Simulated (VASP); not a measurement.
# BP (F-43m) in VASP: notebook

Runs on BP. Level: PBEsol. Tasks: single point, relaxation of cell and atoms.

Everything below comes from runs of VASP 6.6.1. Logs are shortened: lines on timing, memory, paths and dates and some standing lists are left out, and cuts for length are marked.

## (1) The cell of the first run

The structure is cubic, space group F-43m (No. 216). Conventional cell: a = 4.225 Å, b = 4.225 Å, c = 4.225 Å, α = 90.00°, β = 90.00°, γ = 90.00°. B (site symmetry -43m) has 4 P at 1.83 Å within 2.4 Å. P (site symmetry -43m) has 4 B at 1.83 Å within 2.4 Å.

## (2) Single point, PBEsol

File INCAR:

```
PREC = Accurate
ENCUT = 500
EDIFF = 1E-6
ISMEAR = 0
SIGMA = 0.01
LREAL = False
LASPH = True
NELM = 120
ALGO = Normal
ISIF = 2
LWAVE = False
LCHARG = False
GGA = PS
NBANDS = 11
GGA_COMPAT = False
```

File KPOINTS:

```
regular mesh
0
Gamma
  10 10 10
```

File POSCAR:

```
BP
1.0
    0.0000000000      2.1124788745      2.1124788745
    2.1124788745      0.0000000000      2.1124788745
    2.1124788745      2.1124788745      0.0000000000
B P
1 1
Direct
    0.0000000000      0.0000000000      0.0000000000
    0.7500000000      0.7500000000      0.7500000000
```

Potentials or basis: VASP PAW PBE potentials, release 64 (B, P).

Command:

```bash
> cat potpaw_PBE.64/B/POTCAR potpaw_PBE.64/P/POTCAR > POTCAR
> mpirun -np 1 vasp_std > vasp.out
```

OUTCAR:

```text
PREC = Accurate
   ENCUT = 500
   EDIFF = 1E-6
   ISMEAR = 0
   LREAL = False
   LASPH = True
   NELM = 120
   ISIF = 2
   GGA = PS

 ion  position               nearest neighbor table
   1  0.000  0.000  0.000-   2 1.83   2 1.83   2 1.83   2 1.83
   2  0.750  0.750  0.750-   1 1.83   1 1.83   1 1.83   1 1.83

  LATTYP: Found a face centered cubic cell.
 ALAT       =     4.2249577490

  Lattice vectors:

 A1 = (   0.0000000000,   2.1124788745,   2.1124788745)
 A2 = (   2.1124788745,   0.0000000000,   2.1124788745)
 A3 = (   2.1124788745,   2.1124788745,   0.0000000000)

Analysis of symmetry for initial positions (statically):
=====================================================================
 Subroutine PRICEL returns:
 Original cell was already a primitive cell.

 Routine SETGRP: Setting up the symmetry group for a
 face centered cubic supercell.

 Subroutine GETGRP returns: Found 24 space group operations
 (whereof 24 operations were pure point group operations)
 out of a pool of 48 trial point group operations.

The static configuration has the point symmetry T_d .

Analysis of symmetry for dynamics (positions and initial velocities):
=====================================================================
 Subroutine PRICEL returns:
 Original cell was already a primitive cell.

 Routine SETGRP: Setting up the symmetry group for a
 face centered cubic supercell.

 Subroutine GETGRP returns: Found 24 space group operations
 (whereof 24 operations were pure point group operations)
 out of a pool of 48 trial point group operations.

The dynamic configuration has the point symmetry T_d .

 Subroutine INISYM returns: Found 24 space group operations
 (whereof 24 operations are pure point group operations),
 and found     1 'primitive' translations

----------------------------------------------------------------------------------------

                                     Primitive cell

  volume of cell :      18.8542

  direct lattice vectors                    reciprocal lattice vectors
     0.000000000  2.112478874  2.112478874    -0.236688757  0.236688757  0.236688757
     2.112478874  0.000000000  2.112478874     0.236688757 -0.236688757  0.236688757
     2.112478874  2.112478874  0.000000000     0.236688757  0.236688757 -0.236688757

  length of vectors
     2.987496275  2.987496275  2.987496275     0.409956954  0.409956954  0.409956954

  position of ions in fractional coordinates (direct lattice)
     0.000000000  0.000000000  0.000000000
     0.750000000  0.750000000  0.750000000

  ion indices of the primitive-cell ions
   primitive index   ion index
                 1           1
                 2           2

----------------------------------------------------------------------------------------

 KPOINTS: regular mesh

Automatic generation of k-mesh.
 Grid dimensions read from file:
 generate k-points for:   10   10   10

 Generating k-lattice:

  Cartesian coordinates                     Fractional coordinates (reciprocal lattice)
    -0.023668876  0.023668876  0.023668876     0.100000000  0.000000000  0.000000000
     0.023668876 -0.023668876  0.023668876     0.000000000  0.100000000  0.000000000
     0.023668876  0.023668876 -0.023668876     0.000000000  0.000000000  0.100000000

  Length of vectors
     0.040995695  0.040995695  0.040995695

  Shift w.r.t. Gamma in fractional coordinates (k-lattice)
     0.000000000  0.000000000  0.000000000

 Subroutine IBZKPT returns following result:
 ===========================================

 Found     47 irreducible k-points:

 Following reciprocal coordinates:
            Coordinates               Weight
  0.000000  0.000000  0.000000      1.000000
  0.100000  0.000000  0.000000      8.000000
  0.200000  0.000000  0.000000      8.000000
  0.300000  0.000000  0.000000      8.000000
  0.400000  0.000000  0.000000      8.000000
  0.500000  0.000000  0.000000      4.000000
[... 16 lines left out ...]
  0.300000  0.300000  0.000000      6.000000
  0.400000  0.300000  0.000000     24.000000
 [... further k-points ...]
   k-points           NKPTS =     47   k-points in BZ     NKDIM =     47   number of bands    NBANDS=     11
   number of dos      NEDOS =    301   number of ions     NIONS =      2
   total plane-waves  NPLWV =  13824
   dimension x,y,z NGX =    24 NGY =   24 NGZ =   24
   dimension x,y,z NGXF=    48 NGYF=   48 NGZF=   48
   ions per type =               1   1
   NGX,Y,Z   is equivalent  to a cutoff of  13.36, 13.36, 13.36 a.u.
   NGXF,Y,Z  is equivalent  to a cutoff of  26.71, 26.71, 26.71 a.u.
 SYSTEM =  unknown system
   PREC   = accura    normal or accurate (medium, high low for compatibility)
   ISTART =      0    job   : 0-new  1-cont  2-samecut
   ICHARG =      2    charge: 1-file 2-atom 10-const
   ISPIN  =      1    spin polarized calculation?
   LNONCOLLINEAR =      F non collinear calculations
   LSORBIT =      F    spin-orbit coupling
[... 32 lines left out ...]
   LEPSILON=     F    determine dielectric tensor
   LRPA    =     F    only Hartree local field effects (RPA)
 non-spin polarized calculation
 Gauss-broadening in eV      SIGMA  =   0.01
  energy-cutoff  :      500.00
  volume of cell :       18.85
 maximum number of plane-waves:       531
 NGX is ok and might be reduce to    24
   NGX = 11   NGY = 11   NGZ = 11

 number of electron       8.0000001 magnetization

 Free energy of the ion-electron system (eV)
  ---------------------------------------------------
  ext. energy  EPLUGINS =         0.00000000
  ---------------------------------------------------
  free energy    TOTEN  =       -13.10502213 eV

  energy without entropy =      -13.10502213  energy(sigma->0) =      -13.10502213

 E-fermi :  10.2609     XC(G=0): -11.9703

 val. band max:       10.1198189032   @ k =   0.0000   0.0000   0.0000
 cond. band min:      10.8958282998   @ k =   0.5000   0.5000   0.0000
 fundamental gap:      0.7760093965
 Fermi energy:        10.2608760845

 k-point     1 :       0.0000    0.0000    0.0000
  band No.  band energies     occupation
      1      -7.4061      2.00000
      2      10.1198      2.00000
      3      10.1198      2.00000
      4      10.1198      2.00000
      5      13.9152      0.00000
      6      13.9152      0.00000
      7      13.9152      0.00000
      8      20.8529      0.00000
      9      22.9460      0.00000
     10      22.9460      0.00000
     11      23.1139      0.00000

 k-point     2 :       0.1000    0.0000    0.0000
  band No.  band energies     occupation
      1      -7.1923      2.00000
      2       8.6428      2.00000
      3       9.7732      2.00000
      4       9.7732      2.00000
      5      14.4005      0.00000
      6      14.4005      0.00000
      7      14.5422      0.00000
      8      21.0658      0.00000
      9      22.0726      0.00000
     10      22.0726      0.00000
     11      23.8316      0.00000

 k-point     3 :       0.2000    0.0000    0.0000
  band No.  band energies     occupation
      1      -6.5561      2.00000
      2       5.9560      2.00000
      3       9.1301      2.00000
      4       9.1301      2.00000
      5      15.0810      0.00000
      6      15.1832      0.00000
      7      15.1832      0.00000
      8      21.3637      0.00000
      9      21.3681      0.00000
     10      21.3681      0.00000
     11      24.8660      0.00000

 k-point     4 :       0.3000    0.0000    0.0000
  band No.  band energies     occupation
      1      -5.5192      2.00000
      2       3.2027      2.00000
      3       8.5802      2.00000
      4       8.5802      2.00000
      5      15.2283      0.00000
      6      15.3458      0.00000
      7      15.3458      0.00000
      8      21.2555      0.00000
      9      22.2241      0.00000
     10      22.2241      0.00000
     11      25.5924      0.00000
[... 239 lines left out ...]
 k-point    22 :      -0.2000    0.2000    0.0000
  band No.  band energies     occupation
      1      -5.1710      2.00000
      2       4.3230      2.00000
      3       5.0618      2.00000
      4       8.7216      2.00000
      5      15.0184      0.00000
      6      16.0349      0.00000
      7      17.4833      0.00000
      8      19.7762      0.00000
      9      19.9552      0.00000
     10      25.4100      0.00000
     11      28.6771      0.00000

 k-point    23 :       0.3000    0.3000    0.0000
  band No.  band energies     occupation
      1      -4.8815      2.00000
      2       5.1011      2.00000
      3       6.2452      2.00000
      4       6.2452      2.00000
      5      11.4216      0.00000
      6      13.7306      0.00000
      7      20.4319      0.00000
      8      20.4319      0.00000
      9      25.5906      0.00000
     10      26.1260      0.00000
     11      29.7529      0.00000

 k-point    24 :       0.4000    0.3000    0.0000
  band No.  band energies     occupation
      1      -3.8732      2.00000
      2       3.4995      2.00000
      3       5.2189      2.00000
      4       5.9022      2.00000
      5      11.6720      0.00000
      6      13.5492      0.00000
      7      21.0214      0.00000
      8      21.2794      0.00000
      9      26.7183      0.00000
     10      26.7575      0.00000
     11      30.5264      0.00000

 [... further k-points ...]
[... 5 lines left out ...]
  --------------------------------------------------------------------------------------
  -------------------------------------------------------------------------------------
  Total        5.8928569      5.8928569      5.8928569     -0.0000000     -0.0000000      0.0000000
  in kB      500.7596865    500.7596865    500.7596865     -0.0000000     -0.0000000      0.0000000
  external PRESSURE =     500.7596865 kB  Pullay stress =       0.0000000 kB

 VOLUME and BASIS-vectors are now :
 -----------------------------------------------------------------------------
  energy-cutoff  :      500.00
  volume of cell :       18.85
      direct lattice vectors                 reciprocal lattice vectors
     0.000000000  2.112478874  2.112478874    -0.236688757  0.236688757  0.236688757
     2.112478874  0.000000000  2.112478874     0.236688757 -0.236688757  0.236688757
     2.112478874  2.112478874  0.000000000     0.236688757  0.236688757 -0.236688757

 POSITION                                       TOTAL-FORCE (eV/Angst)
 -----------------------------------------------------------------------------------
      0.00000      0.00000      0.00000        -0.000000     -0.000000     -0.000000
      3.16872      3.16872      3.16872         0.000000      0.000000      0.000000
 -----------------------------------------------------------------------------------
    total drift:                                0.000000      0.000000      0.000000

  FREE ENERGIE OF THE ION-ELECTRON SYSTEM (eV)
  ---------------------------------------------------
  free  energy   TOTEN  =       -13.1050221288 eV

  energy  without entropy=      -13.1050221288  energy(sigma->0) =      -13.10502213
```

It took 9.7 s on 1 thread of AMD EPYC 7R43 (Zen 3), shared host; peak memory 0.1 GiB.

Results:

| Quantity | Value |
| --- | --- |
| Free energy | -13.1050 eV |
| Pressure | 50.1 GPa |
| Band gap on the k mesh | 0.78 eV (least direct gap 3.80 eV) |

Caveat: the cell stands under pressure; semilocal functionals underestimate gaps, and a narrow one can read as zero; the PAW data sets were made with another functional, which shifts forces and pressure a little. A k mesh can miss the band edges.

## (3) Single point, PBEsol

File INCAR:

```
  PREC = Accurate
  ENCUT = 500
  EDIFF = 1E-6
  ISMEAR = 0
  SIGMA = 0.01
  LREAL = F
  LASPH = T
  NELM = 120
  ALGO = Normal
  ISIF = 2
  LWAVE = F
  LCHARG = F
  GGA = PS
  NBANDS = 11
  GGA_COMPAT = F
```

File KPOINTS:

```
Automatic mesh
0
Gamma
  12 12 12
```

POSCAR is that of step 2.

Potentials or basis: VASP PAW PBE potentials, release 64 (B, P).

Command:

```bash
> cat potpaw_PBE.64/B/POTCAR potpaw_PBE.64/P/POTCAR > POTCAR
> mpirun -np 1 vasp_std > vasp.out
```

It took 14 s on 1 thread of AMD EPYC 7R43 (Zen 3), shared host; peak memory 0.11 GiB.

The run converged. Its results:

| Quantity | Value |
| --- | --- |
| Free energy | -13.1054 eV |
| Pressure | 50.1 GPa |
| Band gap on the k mesh | 0.78 eV (least direct gap 3.80 eV) |

Levels at points of the mesh, in eV from the valence-band top:
| k point | band 1 | band 2 | band 3 | band 4 | band 5 | band 6 | band 7 | band 8 | band 9 |
| --- | --- | --- | --- | --- | --- | --- | --- | --- | --- |
| (0.00, 0.00, 0.00) | -17.53 | 0.00 | 0.00 | 0.00 | 3.80 | 3.80 | 3.80 | 10.73 | 12.83 |
| (0.50, 0.00, 0.00) | -13.29 | -10.74 | -2.00 | -2.00 | 4.80 | 4.80 | 5.11 | 10.67 | 16.12 |
| (0.50, 0.50, 0.00) | -11.47 | -9.75 | -4.93 | -4.93 | 0.78 | 1.36 | 14.19 | 14.19 | 18.00 |

Caveat: the cell stands under pressure; semilocal functionals underestimate gaps, and a narrow one can read as zero; the PAW data sets were made with another functional, which shifts forces and pressure a little.

## (4) Relaxation of cell and atoms, PBEsol, target pressure 50 GPa, at which the enthalpy is minimised

This run uses another cell than the first one, of 11.54 Å³/atom.

File INCAR:

```
PREC     = Accurate       # precision mode
ENCUT    = 500            # plane-wave cutoff, eV
EDIFF    = 1E-7           # SCF threshold, eV
ISMEAR   = 0              # smearing method
SIGMA    = 0.01           # smearing width, eV
LREAL    = F              # projectors in reciprocal space
LASPH    = T              # aspherical terms in the spheres
NELM     = 120            # most SCF steps
ALGO     = Normal         # electronic algorithm
ISIF     = 3              # what is computed and relaxed
LWAVE    = F              # write WAVECAR
LCHARG   = F              # write CHGCAR
GGA      = PS             # functional
IBRION   = 2              # ionic algorithm
NSW      = 80             # ionic steps
EDIFFG   = -0.001         # ionic threshold
PSTRESS  = 500.0        
GGA_COMPAT= F            
NELMIN   = 4
```

File KPOINTS:

```
Automatic mesh
0
Gamma
  10 10 10
```

File POSCAR:

```
BP
1.0
    0.0000000000      2.2600863866      2.2600863866
    2.2600863866      0.0000000000      2.2600863866
    2.2600863866      2.2600863866      0.0000000000
B P
1 1
Direct
    0.0000000000      0.0000000000      0.0000000000
    0.7500000000      0.7500000000      0.7500000000
```

Command:

```bash
> cat potpaw_PBE.64/B/POTCAR potpaw_PBE.64/P/POTCAR > POTCAR
> mpirun -np 1 vasp_std > vasp.out
```

Wall time 28 s (1 thread of AMD EPYC 7R43 (Zen 3), shared host); peak memory 0.11 GiB.

It converged, with:

| Quantity | Value |
| --- | --- |
| Free energy | -13.1081 eV |
| Relaxed volume | 9.43 Å³/atom |
| Relaxed cell | a = 2.988 Å, b = 2.988 Å, c = 2.988 Å, α = 60.00°, β = 60.00°, γ = 60.00° |
| Space group after relaxing (to 0.1 Å) | F-43m (No. 216) |
| Energy change on relaxing (the run minimises the enthalpy) | +282.6 meV/atom |
| Ionic steps | 5 |
| Pressure after relaxing | 50.0 GPa |
| Band gap on the k mesh | 0.78 eV (least direct gap 3.79 eV) |

The path:
```csv
step,energy change (eV),largest force (eV/Å),pressure (GPa),volume (Å³)
1,0.0000,0.0000,0.11,23.09
2,5.4845,0.0000,271.27,13.04
3,0.4327,0.0000,42.16,19.32
4,0.5320,0.0000,48.09,18.97
5,0.5652,0.0000,50.01,18.86
```

Final structure:
```
B P
1.0
     0.00000    2.11260    2.11260
     2.11260    0.00000    2.11260
     2.11260    2.11260    0.00000
B P
1 1
Direct
  0.00000 0.00000 0.00000
  0.75000 0.75000 0.75000
```

Levels at points of the mesh, in eV from the valence-band top:
| k point | band 1 | band 2 | band 3 | band 4 | band 5 | band 6 | band 7 | band 8 |
| --- | --- | --- | --- | --- | --- | --- | --- | --- |
| (0.00, 0.00, 0.00) | -17.52 | 0.00 | 0.00 | 0.00 | 3.79 | 3.79 | 3.79 | 10.73 |
| (0.50, 0.00, 0.00) | -13.28 | -10.74 | -2.00 | -2.00 | 4.80 | 4.80 | 5.11 | 10.67 |
| (0.50, 0.50, 0.00) | -11.47 | -9.75 | -4.93 | -4.93 | 0.78 | 1.36 | 14.19 | 14.19 |

Caveat: the cell is relaxed towards a set pressure, so the run minimises the enthalpy, not the energy; the volume moved by over 15 % at a fixed basis, so the end points are rough; semilocal functionals underestimate gaps, and a narrow one can read as zero; the PAW data sets were made with another functional, which shifts forces and pressure a little.

## (5) Relaxation of cell and atoms, PBEsol, target pressure 50 GPa, at which the enthalpy is minimised

File INCAR:

```
ALGO     = Normal         # electronic algorithm
EDIFF    = 1E-7           # SCF threshold, eV
EDIFFG   = -0.001         # ionic threshold
ENCUT    = 500            # plane-wave cutoff, eV
GGA      = PS             # functional
GGA_COMPAT= False        
IBRION   = 2              # ionic algorithm
ISIF     = 3              # what is computed and relaxed
ISMEAR   = 0              # smearing method
LASPH    = True           # aspherical terms in the spheres
LCHARG   = False          # write CHGCAR
LREAL    = False          # projectors in reciprocal space
LWAVE    = False          # write WAVECAR
NELM     = 120            # most SCF steps
NELMIN   = 4            
NSW      = 80             # ionic steps
PREC     = Accurate       # precision mode
PSTRESS  = 500.0        
SIGMA    = 0.01           # smearing width, eV
```

File KPOINTS:

```
k-points
0
Gamma
  12 12 12
```

File POSCAR:

```
BP
1.0
    0.0000000000      2.1124788745      2.1124788745
    2.1124788745      0.0000000000      2.1124788745
    2.1124788745      2.1124788745      0.0000000000
B P
1 1
Direct
    0.0000000000      0.0000000000      0.0000000000
    0.7500000000      0.7500000000      0.7500000000
```

Command:

```bash
> cat potpaw_PBE.64/B/POTCAR potpaw_PBE.64/P/POTCAR > POTCAR
> mpirun -np 1 vasp_std > vasp.out
```

It took 20 s on 1 thread of AMD EPYC 7R43 (Zen 3), shared host; peak memory 0.1 GiB.

It converged, with:

| Property | Result |
| --- | --- |
| Free energy | -13.1066 eV |
| Relaxed volume | 9.43 Å³/atom |
| Relaxed cell | a = 2.988 Å, b = 2.988 Å, c = 2.988 Å, α = 60.00°, β = 60.00°, γ = 60.00° |
| Space group after relaxing (to 0.1 Å) | F-43m (No. 216) |
| Energy change on relaxing (the run minimises the enthalpy) | -0.6 meV/atom |
| Ionic steps | 3 |
| Pressure after relaxing | 50.0 GPa |
| Band gap on the k mesh | 0.78 eV (least direct gap 3.79 eV) |

Step by step:
```csv
step,energy change (eV),largest force (eV/Å),pressure (GPa),volume (Å³)
1,0.0000,0.0000,50.07,18.85
2,-0.0037,0.0000,49.86,18.87
3,-0.0012,0.0000,50.01,18.86
```

Final structure:
```
B P
1.0
     0.00000    2.11262    2.11262
     2.11262    0.00000    2.11262
     2.11262    2.11262    0.00000
B P
1 1
Direct
  0.00000 0.00000 0.00000
  0.75000 0.75000 0.75000
```

Levels at points of the mesh, in eV from the valence-band top:
```
           k point  band 2  band 3  band 4  band 5  band 6  band 7
(0.00, 0.00, 0.00)    0.00    0.00    0.00    3.79    3.79    3.79
(0.50, 0.00, 0.00)  -10.74   -2.00   -2.00    4.80    4.80    5.11
(0.50, 0.50, 0.00)   -9.74   -4.93   -4.93    0.78    1.36   14.19
```

Caveat: the cell is relaxed towards a set pressure, so the run minimises the enthalpy, not the energy; semilocal functionals underestimate gaps, and a narrow one can read as zero; the PAW data sets were made with another functional, which shifts forces and pressure a little.

## (6) The runs side by side

```tsv
task	cell	k mesh	gap on the mesh (eV)	pressure (GPa)
single point	a = 2.987 Å, angles 60.0°, 2 atoms	10 × 10 × 10	0.78	50.1
single point	a = 2.987 Å, angles 60.0°, 2 atoms	12 × 12 × 12	0.78	50.1
relaxation of cell and atoms	relaxed to 50 GPa from a = 3.196 Å, angles 60.0°, 2 atoms	10 × 10 × 10	0.78	50.0
relaxation of cell and atoms	relaxed to 50 GPa from a = 2.987 Å, angles 60.0°, 2 atoms	12 × 12 × 12	0.78	50.0
```

Alike in all rows: level PBEsol; potentials or basis VASP PAW PBE potentials, release 64 (B, P); no spin polarisation; cutoff (eV) 500; smearing gaussian 0.01 eV.

Caveats: semilocal functionals underestimate gaps, and a narrow one can read as zero; the PAW data sets were made with another functional, which shifts forces and pressure a little; the cell stands under pressure (at least some runs); the cell is relaxed towards a set pressure, so the run minimises the enthalpy, not the energy (at least some runs); the volume moved by over 15 % at a fixed basis, so the end points are rough (at least some runs).

Total energies depend on the potentials used, so only differences within one code and one set of settings carry meaning.
